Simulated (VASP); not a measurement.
# GePt (P4/mmm) in VASP: single point with PBE

Aim: the single point of GePt with PBE.

Program: VASP 6.6.1. These are calculated values, not measurements. Logs are shortened: lines on timing, memory, paths and dates and some standing lists are left out, and cuts for length are marked.

## (1) The cell of the first run

It takes space group P4/mmm (No. 123, tetragonal). Conventional cell: a = 2.775 Å, b = 2.775 Å, c = 4.863 Å, α = 90.00°, β = 90.00°, γ = 90.00°. Ge (site symmetry 4/mmm) has 2 Pt at 2.43 Å and 4 Ge at 2.77 Å within 3.2 Å. Within 3.2 Å of Pt (site symmetry 4/mmm) lie 2 Ge at 2.43 Å and 4 Pt at 2.77 Å.

The cell was generated, and may not be a known phase.

## (2) Single point, PBE

File INCAR:

```
ALGO = Normal
EDIFF = 1E-6
ENCUT = 570
GGA = PE
GGA_COMPAT = F
ISIF = 2
ISMEAR = 0
LASPH = T
LCHARG = T
LELF = T
LREAL = F
LVHAR = T
LWAVE = F
NBANDS = 23
NELM = 120
PREC = Accurate
SIGMA = 0.2
```

File KPOINTS:

```
k-points
0
Gamma
  6 6 6
```

File POSCAR:

```
GePt
1.0
    2.7745207411      0.0000000000      0.0000000000
    0.0000000000      2.7745207411      0.0000000000
    0.0000000000      0.0000000000      4.8633225245
Ge Pt
1 1
Direct
    0.5000000000      0.5000000000      0.8334763472
    0.5000000000      0.5000000000      0.3334743628
```

Potentials or basis: VASP PAW PBE potentials, release 64 (Ge_d, Pt_sv_GW).

Launch:

```bash
cat potpaw_PBE.64/Ge_d/POTCAR potpaw_PBE.64/Pt_sv_GW/POTCAR > POTCAR
mpirun -np 1 vasp_std > vasp.out
```

OUTCAR:

```text
EDIFF = 1E-6
   ENCUT = 570
   GGA = PE
   ISIF = 2
   ISMEAR = 0
   LASPH = T
   LREAL = F
   NELM = 120
   PREC = Accurate

 ion  position               nearest neighbor table
   1  0.500  0.500  0.833-   2 2.43   2 2.43
   2  0.500  0.500  0.333-   1 2.43   1 2.43

  LATTYP: Found a simple tetragonal cell.
 ALAT       =     2.7745207411
 C/A-ratio  =     1.7528513853

  Lattice vectors:

 A1 = (   2.7745207411,   0.0000000000,   0.0000000000)
 A2 = (   0.0000000000,   2.7745207411,   0.0000000000)
 A3 = (   0.0000000000,   0.0000000000,   4.8633225245)

Analysis of symmetry for initial positions (statically):
=====================================================================
 Subroutine PRICEL returns:
 Original cell was already a primitive cell.

 Routine SETGRP: Setting up the symmetry group for a
 simple tetragonal supercell.

 Subroutine GETGRP returns: Found 16 space group operations
 (whereof  8 operations were pure point group operations)
 out of a pool of 16 trial point group operations.

The static configuration has the point symmetry C_4v.
 The point group associated with its full space group is D_4h.

Analysis of symmetry for dynamics (positions and initial velocities):
=====================================================================
 Subroutine PRICEL returns:
 Original cell was already a primitive cell.

 Routine SETGRP: Setting up the symmetry group for a
 simple tetragonal supercell.

 Subroutine GETGRP returns: Found 16 space group operations
 (whereof  8 operations were pure point group operations)
 out of a pool of 16 trial point group operations.

The dynamic configuration has the point symmetry C_4v.
 The point group associated with its full space group is D_4h.

 Subroutine INISYM returns: Found 16 space group operations
 (whereof  8 operations are pure point group operations),
 and found     1 'primitive' translations

----------------------------------------------------------------------------------------

                                     Primitive cell

  volume of cell :      37.4377

  direct lattice vectors                    reciprocal lattice vectors
     2.774520741  0.000000000  0.000000000     0.360422607  0.000000000  0.000000000
     0.000000000  2.774520741  0.000000000     0.000000000  0.360422607  0.000000000
     0.000000000  0.000000000  4.863322525     0.000000000  0.000000000  0.205620745

  length of vectors
     2.774520741  2.774520741  4.863322525     0.360422607  0.360422607  0.205620745

  position of ions in fractional coordinates (direct lattice)
     0.500000000  0.500000000  0.833476347
     0.500000000  0.500000000  0.333474363

  ion indices of the primitive-cell ions
   primitive index   ion index
                 1           1
                 2           2

----------------------------------------------------------------------------------------

 KPOINTS: k-points

Automatic generation of k-mesh.
 Grid dimensions read from file:
 generate k-points for:    6    6    6

 Generating k-lattice:

  Cartesian coordinates                     Fractional coordinates (reciprocal lattice)
     0.060070435  0.000000000  0.000000000     0.166666667  0.000000000  0.000000000
     0.000000000  0.060070435  0.000000000     0.000000000  0.166666667  0.000000000
     0.000000000  0.000000000  0.034270124     0.000000000  0.000000000  0.166666667

  Length of vectors
     0.060070435  0.060070435  0.034270124

  Shift w.r.t. Gamma in fractional coordinates (k-lattice)
     0.000000000  0.000000000  0.000000000

 Subroutine IBZKPT returns following result:
 ===========================================

 Found     40 irreducible k-points:

 Following reciprocal coordinates:
            Coordinates               Weight
  0.000000  0.000000  0.000000      1.000000
  0.166667  0.000000  0.000000      4.000000
  0.333333  0.000000  0.000000      4.000000
  0.500000  0.000000  0.000000      2.000000
  0.166667  0.166667  0.000000      4.000000
  0.333333  0.166667  0.000000      8.000000
[... 16 lines left out ...]
  0.333333  0.000000  0.333333      8.000000
  0.500000  0.000000  0.333333      4.000000
 [... further k-points ...]
   k-points           NKPTS =     40   k-points in BZ     NKDIM =     40   number of bands    NBANDS=     23
   number of dos      NEDOS =    301   number of ions     NIONS =      2
   total plane-waves  NPLWV =  23040
   dimension x,y,z NGX =    24 NGY =   24 NGZ =   40
   dimension x,y,z NGXF=    48 NGYF=   48 NGZF=   80
   ions per type =               1   1
   NGX,Y,Z   is equivalent  to a cutoff of  14.38, 14.38, 13.67 a.u.
   NGXF,Y,Z  is equivalent  to a cutoff of  28.76, 28.76, 27.35 a.u.
 SYSTEM =  unknown system
   PREC   = accura    normal or accurate (medium, high low for compatibility)
   ISTART =      0    job   : 0-new  1-cont  2-samecut
   ICHARG =      2    charge: 1-file 2-atom 10-const
   ISPIN  =      1    spin polarized calculation?
   LNONCOLLINEAR =      F non collinear calculations
   LSORBIT =      F    spin-orbit coupling
   LASPH  =      T    aspherical Exc in radial PAW
   ENCUT  =  570.0 eV  41.89 Ry    6.47 a.u.   5.40  5.40  9.47*2*pi/ulx,y,z
   NELM   =    120;   NELMIN=  2; NELMDL= -5     # of ELM steps
   EDIFF  = 0.1E-05   stopping-criterion for ELM
   LREAL  =      F    real-space projection
   EDIFFG = 0.1E-04   stopping-criterion for IOM
   NSW    =      0    number of steps for IOM
   IBRION =     -1    ionic relax: 0-MD 1-quasi-New 2-CG
   NFREE  =      0    steps in history (QN), initial steepest desc. (CG)
   ISIF   =      2    stress and relaxation
   ISYM   =      2    0-nonsym 1-usesym 2-fastsym
   POTIM  = 0.5000    time-step for ionic-motion
   TEBEG  =    0.0;   TEEND  =   0.0 temperature during run
   PSTRESS=    0.0 pullay stress
   NELECT =      32.0000    total number of electrons
   NUPDOWN=      -1.0000    fix difference up-down
   EMIN   =  10.00;   EMAX   =-10.00  energy-range for DOS
   EFERMI =   0.00;   METHOD = LEGACY
   ISMEAR =     0;   SIGMA  =   0.20  broadening in eV -4-tet -1-fermi 0-gaus
   EFERMI_NEDOS =   21; number of points for ismear=-14 and -15
   IALGO  =     38    algorithm
   IMIX   =      4    mixing-type and parameters
     AMIX     =   0.40;   BMIX     =  1.00
     AMIX_MAG =   1.60;   BMIX_MAG =  1.00
  volume/ion in A,a.u.               =      18.72       126.32
  Fermi-wavevector in a.u.,A,eV,Ry     =   1.553657  2.935986 32.842425  2.413850
  Thomas-Fermi vector in A             =   2.657856
   LORBIT       =      0    0 simple, 1 ext, 2 COOP (PROOUT), +10 PAW based schemes
   GGA     = PE    functional components
   LHFCALC =     F    Hartree Fock is set to
   AEXX    =    0.0000 exact exchange contribution
   IVDW    =     0    specifies the selected vdW correction
   LEPSILON=     F    determine dielectric tensor
   LRPA    =     F    only Hartree local field effects (RPA)
 non-spin polarized calculation
 Gauss-broadening in eV      SIGMA  =   0.20
  energy-cutoff  :      570.00
  volume of cell :       37.44
 maximum number of plane-waves:      1179
 NGX is ok and might be reduce to    24
   NGX = 11   NGY = 11   NGZ = 19

 number of electron      32.0000009 magnetization

 Free energy of the ion-electron system (eV)
  ---------------------------------------------------
  ext. energy  EPLUGINS =         0.00000000
  ---------------------------------------------------
  free energy    TOTEN  =       -10.36951288 eV

  energy without entropy =      -10.33562520  energy(sigma->0) =      -10.35256904

 E-fermi :   6.8955     XC(G=0): -11.8617

 val. band max:        6.8635452502   @ k =   0.3333   0.0000   0.3333
 cond. band min:       6.9008820943   @ k =   0.0000   0.0000   0.5000
 fundamental gap:      0.0373368441
 Fermi energy:         6.8954648424

 k-point     1 :       0.0000    0.0000    0.0000
  band No.  band energies     occupation
      1     -91.1316      2.00000
      2     -45.5004      2.00000
      3     -45.0764      2.00000
      4     -45.0764      2.00000
      5     -17.9271      2.00000
      6     -17.7806      2.00000
[... 15 lines left out ...]
     22      20.2727      0.00000
     23      22.7030      0.00000

 k-point     2 :       0.1667    0.0000    0.0000
  band No.  band energies     occupation
      1     -91.1286      2.00000
      2     -45.4945      2.00000
      3     -45.1375      2.00000
      4     -45.0714      2.00000
      5     -17.8991      2.00000
      6     -17.7655      2.00000
[... 15 lines left out ...]
     22      21.0823      0.00000
     23      21.6230      0.00000

 k-point     3 :       0.3333    0.0000    0.0000
  band No.  band energies     occupation
      1     -91.1233      2.00000
      2     -45.4835      2.00000
      3     -45.2587      2.00000
      4     -45.0618      2.00000
      5     -17.8590      2.00000
      6     -17.7679      2.00000
[... 15 lines left out ...]
     22      21.0046      0.00000
     23      22.4182      0.00000

 k-point     4 :       0.5000    0.0000    0.0000
  band No.  band energies     occupation
      1     -91.1200      2.00000
      2     -45.4776      2.00000
      3     -45.3180      2.00000
      4     -45.0568      2.00000
      5     -17.8463      2.00000
      6     -17.7805      2.00000
[... 15 lines left out ...]
     22      22.4853      0.00000
     23      23.3315      0.00000

 k-point     5 :       0.1667    0.1667    0.0000
  band No.  band energies     occupation
      1     -91.1258      2.00000
      2     -45.4890      2.00000
      3     -45.1333      2.00000
      4     -45.1313      2.00000
      5     -17.8657      2.00000
      6     -17.7584      2.00000
[... 15 lines left out ...]
     22      21.1646      0.00000
     23      21.8921      0.00000

 k-point     6 :       0.3333    0.1667    0.0000
  band No.  band energies     occupation
      1     -91.1204      2.00000
      2     -45.4779      2.00000
      3     -45.2528      2.00000
      4     -45.1221      2.00000
      5     -17.8170      2.00000
      6     -17.7844      2.00000
[... 15 lines left out ...]
     22      19.8442      0.00000
     23      21.5311      0.00000

 k-point     7 :       0.5000    0.1667    0.0000
  band No.  band energies     occupation
      1     -91.1179      2.00000
      2     -45.4725      2.00000
      3     -45.3127      2.00000
      4     -45.1169      2.00000
      5     -17.8033      2.00000
      6     -17.7982      2.00000
[... 353 lines left out ...]
     22      17.2918      0.00000
     23      17.7882      0.00000

 k-point    21 :       0.0000    0.0000    0.3333
  band No.  band energies     occupation
      1     -91.1312      2.00000
      2     -45.5013      2.00000
      3     -45.0762      2.00000
      4     -45.0762      2.00000
      5     -17.9270      2.00000
      6     -17.7632      2.00000
[... 15 lines left out ...]
     22      19.5374      0.00000
     23      21.6375      0.00000

 k-point    22 :       0.1667    0.0000    0.3333
  band No.  band energies     occupation
      1     -91.1287      2.00000
      2     -45.4959      2.00000
      3     -45.1377      2.00000
      4     -45.0714      2.00000
      5     -17.8989      2.00000
      6     -17.7480      2.00000
[... 15 lines left out ...]
     22      18.9827      0.00000
     23      22.5501      0.00000

 k-point    23 :       0.3333    0.0000    0.3333
  band No.  band energies     occupation
      1     -91.1231      2.00000
      2     -45.4846      2.00000
      3     -45.2585      2.00000
      4     -45.0618      2.00000
      5     -17.8570      2.00000
      6     -17.7678      2.00000
[... 15 lines left out ...]
     22      19.5799      0.00000
     23      21.3957      0.00000

 k-point    24 :       0.5000    0.0000    0.3333
  band No.  band energies     occupation
      1     -91.1202      2.00000
      2     -45.4789      2.00000
      3     -45.3183      2.00000
      4     -45.0570      2.00000
      5     -17.8430      2.00000
      6     -17.7804      2.00000
[... 15 lines left out ...]
     22      21.3315      0.00000
     23      22.3053      0.00000

 [... further k-points ...]

------------------------ aborting loop because EDIFF is reached ----------------------------------------

  FORCE on cell =-STRESS in cart. coord.  units (eV):
  Direction    XX          YY          ZZ          XY          YZ          ZX
  --------------------------------------------------------------------------------------
  -------------------------------------------------------------------------------------
  Total       -0.1278378     -0.1278378      0.0079225      0.0000000      0.0000000      0.0000000
  in kB       -5.4709255     -5.4709255      0.3390481      0.0000000      0.0000000      0.0000000
  external PRESSURE =      -3.5342676 kB  Pullay stress =       0.0000000 kB

 VOLUME and BASIS-vectors are now :
 -----------------------------------------------------------------------------
  energy-cutoff  :      570.00
  volume of cell :       37.44
      direct lattice vectors                 reciprocal lattice vectors
     2.774520741  0.000000000  0.000000000     0.360422607  0.000000000  0.000000000
     0.000000000  2.774520741  0.000000000     0.000000000  0.360422607  0.000000000
     0.000000000  0.000000000  4.863322525     0.000000000  0.000000000  0.205620745

 POSITION                                       TOTAL-FORCE (eV/Angst)
 -----------------------------------------------------------------------------------
      1.38726      1.38726      4.05346        -0.000000     -0.000000      0.000000
      1.38726      1.38726      1.62179         0.000000      0.000000     -0.000000
 -----------------------------------------------------------------------------------
    total drift:                                0.000000     -0.000000      0.052928

  FREE ENERGIE OF THE ION-ELECTRON SYSTEM (eV)
  ---------------------------------------------------
  free  energy   TOTEN  =       -10.3695128808 eV

  energy  without entropy=      -10.3356251955  energy(sigma->0) =      -10.35256904
```

Wall time 43 s (1 thread of AMD EPYC 7R13 (Zen 3), shared host); peak memory 0.15 GiB.

Results:

| Property | Result |
| --- | --- |
| Free energy | -10.3695 eV |
| Pressure | -0.4 GPa |
| Band gap on the k mesh | zero (bands 16 and 17 overlap by 1.58 eV) |

Stress tensor (GPa, compression positive):
```
-0.55  0.00  0.00
 0.00 -0.55  0.00
 0.00  0.00  0.03
```

Caveat: the k points lie up to 0.38 Å⁻¹ apart, too coarse for converged energies and pressures of a metal; spin-orbit coupling is left out, which moves the levels of the heavy elements.

The gap in the log of VASP goes by the Fermi energy; the results here count the filled bands.